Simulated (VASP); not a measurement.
# Co (P-3m1) in VASP: settings compared, part 2 of 2

VASP 6.6.1. Earlier steps stand in the parts before.

## Step 5: Single point, r2SCAN, collinear spin, ferromagnetic start

This run uses another cell than the first one, of 11.54 Å³/atom.

POSCAR reads:

```
Co
1.0
    2.5361491194      0.0000000000      0.0000000000
   -1.2680745597      2.1963695652      0.0000000000
    0.0000000000      0.0000000000      4.1429820789
Co
2
Direct
    0.3333333333      0.6666666667      0.7401390000
    0.6666666667      0.3333333333      0.2598610000
```

INCAR.step1 reads:

```
  PREC = Accurate
  ENCUT = 660
  ISMEAR = -1
  SIGMA = 0.05
  LREAL = False
  LASPH = True
  NELM = 200
  ISPIN = 2
  MAGMOM = 2 2
  LMAXMIX = 4
  NBANDS = 28
  GGA = PE
  ALGO = Normal
  EDIFF = 1E-5
  LWAVE = True
  LCHARG = False
  GGA_COMPAT = False
```

INCAR.step2 reads:

```
  PREC = Accurate
  ENCUT = 660
  EDIFF = 1E-6
  ISMEAR = -1
  SIGMA = 0.05
  LREAL = False
  LASPH = True
  NELM = 200
  ALGO = Normal
  ISIF = 2
  LWAVE = False
  LCHARG = False
  ISPIN = 2
  MAGMOM = 2 2
  LORBIT = 11
  LMAXMIX = 4
  METAGGA = R2SCAN
  LMIXTAU = True
  NBANDS = 28
  ISTART = 1
  GGA_COMPAT = False
```

KPOINTS reads:

```
Automatic mesh
0
Gamma
  12 12 7
```

Potentials or basis: VASP PAW PBE potentials, release 64 (Co_sv).

Run with:

```sh
$ cat potpaw_PBE.64/Co_sv/POTCAR > POTCAR
$ cp INCAR.step1 INCAR
$ mpirun -np 1 vasp_std > vasp.out
$ cp INCAR.step2 INCAR
$ mpirun -np 1 vasp_std > vasp.out
```

OUTCAR:

```text
PREC = Accurate
   ENCUT = 660
   EDIFF = 1E-6
   ISMEAR = -1
   LREAL = False
   LASPH = True
   NELM = 200
   ISIF = 2
   ISPIN = 2
   LORBIT = 11
   METAGGA = R2SCAN
   ISTART = 1

 ion  position               nearest neighbor table
   1  0.333  0.667  0.740-   2 2.47   2 2.47   2 2.47
   2  0.667  0.333  0.260-   1 2.47   1 2.47   1 2.47

  LATTYP: Found a hexagonal cell.
 ALAT       =     2.5361491194
 C/A-ratio  =     1.6335719565

  Lattice vectors:

 A1 = (   2.5361491194,   0.0000000000,   0.0000000000)
 A2 = (  -1.2680745597,   2.1963695652,   0.0000000000)
 A3 = (   0.0000000000,   0.0000000000,   4.1429820789)

Analysis of symmetry for initial positions (statically):
=====================================================================
 Subroutine PRICEL returns:
 Original cell was already a primitive cell.

 Routine SETGRP: Setting up the symmetry group for a
 hexagonal supercell.

 Subroutine GETGRP returns: Found 12 space group operations
[... 929 lines left out ...]
     27      37.1759      0.00000
     28      38.0905      0.00000

 [... further k-points ...]

 spin component 2

 k-point     1 :       0.0000    0.0000    0.0000
  band No.  band energies     occupation
      1     -86.1089      1.00000
      2     -86.0583      1.00000
      3     -48.1331      1.00000
      4     -47.8665      1.00000
      5     -47.8665      1.00000
      6     -47.8234      1.00000
[... 733 lines left out ...]
     27      37.7055      0.00000
     28      38.7319      0.00000

 [... further k-points ...]
[... 5 lines left out ...]
  --------------------------------------------------------------------------------------
  -------------------------------------------------------------------------------------
  Total       -2.4706591     -2.4706591     -2.1688988      0.0000000      0.0000000      0.0000000
  in kB     -171.5260771   -171.5260771   -150.5762983      0.0000000      0.0000000      0.0000000
  external PRESSURE =    -164.5428175 kB  Pullay stress =       0.0000000 kB

 VOLUME and BASIS-vectors are now :
 -----------------------------------------------------------------------------
  energy-cutoff  :      660.00
  volume of cell :       23.08
      direct lattice vectors                 reciprocal lattice vectors
     2.536149119  0.000000000  0.000000000     0.394298581  0.227648392  0.000000000
    -1.268074560  2.196369565  0.000000000     0.000000000  0.455296784  0.000000000
     0.000000000  0.000000000  4.142982079     0.000000000  0.000000000  0.241372031

 POSITION                                       TOTAL-FORCE (eV/Angst)
 -----------------------------------------------------------------------------------
     -0.00000      1.46425      3.06638        -0.000000      0.000000      0.021050
      1.26807      0.73212      1.07660         0.000000      0.000000     -0.021050
 -----------------------------------------------------------------------------------
    total drift:                                0.000000     -0.000000      0.000000

  FREE ENERGIE OF THE ION-ELECTRON SYSTEM (eV)
  ---------------------------------------------------
  free  energy   TOTEN  =       -26.5154809198 eV

  energy  without entropy=      -26.5080944077  energy(sigma->0) =      -26.51178766

 total charge

# of ion       s       p       d       tot
------------------------------------------
    1        2.237   6.116   6.665  15.017
    2        2.237   6.116   6.665  15.017
--------------------------------------------------
tot          4.473  12.232  13.330  30.035

 magnetization (x)

# of ion       s       p       d       tot
------------------------------------------
    1       -0.004  -0.023   1.988   1.961
    2       -0.004  -0.023   1.988   1.961
--------------------------------------------------
tot         -0.008  -0.047   3.976   3.922
```

OUTCAR.step1:

```text
PREC = Accurate
   ENCUT = 660
   ISMEAR = -1
   LREAL = False
   LASPH = True
[... 1731 lines left out ...]
     -0.00000      1.46425      3.06638        -0.000000      0.000000      0.319536
      1.26807      0.73212      1.07660         0.000000     -0.000000     -0.319536
 -----------------------------------------------------------------------------------
    total drift:                                0.000000     -0.000000      0.000000

  FREE ENERGIE OF THE ION-ELECTRON SYSTEM (eV)
  ---------------------------------------------------
  free  energy   TOTEN  =       -14.1829350972 eV

  energy  without entropy=      -14.1685272795  energy(sigma->0) =      -14.17573119
```

OSZICAR.step1:

```text
N       E                     dE             d eps       ncg     rms          rms(c)
DAV:   1     0.664339158623E+03    0.66434E+03   -0.22446E+04 16480   0.421E+03
DAV:   2     0.375507245063E+02   -0.62679E+03   -0.59840E+03 18576   0.968E+02
DAV:   3    -0.156443677136E+02   -0.53195E+02   -0.51870E+02 18820   0.277E+02
DAV:   4    -0.164809719337E+02   -0.83660E+00   -0.83581E+00 18372   0.325E+01
DAV:   5    -0.165193411521E+02   -0.38369E-01   -0.38368E-01 17260   0.733E+00    0.163E+01
DAV:   6    -0.149784294414E+02    0.15409E+01   -0.12284E+01 15376   0.977E+01    0.171E+01
DAV:   7    -0.141997832755E+02    0.77865E+00   -0.23678E+00 15488   0.418E+01    0.497E+00
DAV:   8    -0.141922480145E+02    0.75353E-02   -0.63762E-02 20240   0.482E+00    0.190E+00
DAV:   9    -0.141834999388E+02    0.87481E-02   -0.47973E-03 19448   0.172E+00    0.585E-01
DAV:  10    -0.141828692678E+02    0.63067E-03   -0.15522E-03 18972   0.108E+00    0.946E-02
DAV:  11    -0.141829322819E+02   -0.63014E-04   -0.13585E-04 19208   0.271E-01    0.510E-02
DAV:  12    -0.141829350972E+02   -0.28153E-05   -0.86931E-06  8904   0.592E-02
   1 F= -.14182935E+02 E0= -.14175731E+02  d E =-.144078E-01  mag=     3.3537
```

Run time: 5 min. Hardware: 1 thread of Intel Xeon 6975P-C (Granite Rapids), shared host; peak memory 0.27 GiB.

What came out:

- Free energy: -26.5155 eV
- Pressure: -16.5 GPa
- Largest force: 0.021 eV/Å
- Net moment: 3.61 μB per cell
- Site moments: Co +1.96 μB
- Valence electrons inside the program's atomic spheres: Co 15.02

Forces in eV/Å, atoms in the order of the input:
```
Co   0.000  0.000  0.021
Co   0.000  0.000 -0.021
```

Caveat: the cell stands under tension; the PAW data sets were made with another functional, which shifts forces and pressure a little.

## Step 6: Summary

```csv
level,potentials or basis,fixed moment (μB),cell,k mesh,cutoff (eV),gap on the mesh (eV),pressure (GPa),moment (μB),largest force (eV/Å)
PBE,"VASP PAW PBE potentials, release 64 (Co)",6.0,"a = 2.487, b = 2.487, c = 4.063 Å, angles 90.0, 90.0, 120.0°, 2 atoms",10 × 10 × 6,520,-,44.0,6.00,1.11
PBE,"VASP PAW PBE potentials, release 64 (Co)",8.0,"a = 2.487, b = 2.487, c = 4.063 Å, angles 90.0, 90.0, 120.0°, 2 atoms",10 × 10 × 6,520,-,108.5,8.00,1.20
PBE,"VASP PAW PBE potentials, release 64 (Co)",-,"a = 2.487, b = 2.487, c = 4.063 Å, angles 90.0, 90.0, 120.0°, 2 atoms",12 × 12 × 7,520,none,0.0,3.26,0.48
r2SCAN,"VASP PAW PBE potentials, release 64 (Co_sv)",-,"a = 2.536, b = 2.536, c = 4.143 Å, angles 90.0, 90.0, 120.0°, 2 atoms",12 × 12 × 7,660,none,-16.5,3.61,0.02
```

Alike in all rows: task single point; spin collinear, ferromagnetic start; smearing fermi-dirac 0.05 eV.

Caveats: the cell stands under pressure (at least some runs); the total moment is fixed, so each spin has its own Fermi level (at least some runs); forces of over 1 eV/Å act on the atoms, so gaps and moduli don't describe the material at rest (at least some runs); the cell stands under tension (at least some runs); the PAW data sets were made with another functional, which shifts forces and pressure a little (at least some runs).

Total energies depend on the potentials used, so only differences within one code and one set of settings carry meaning.
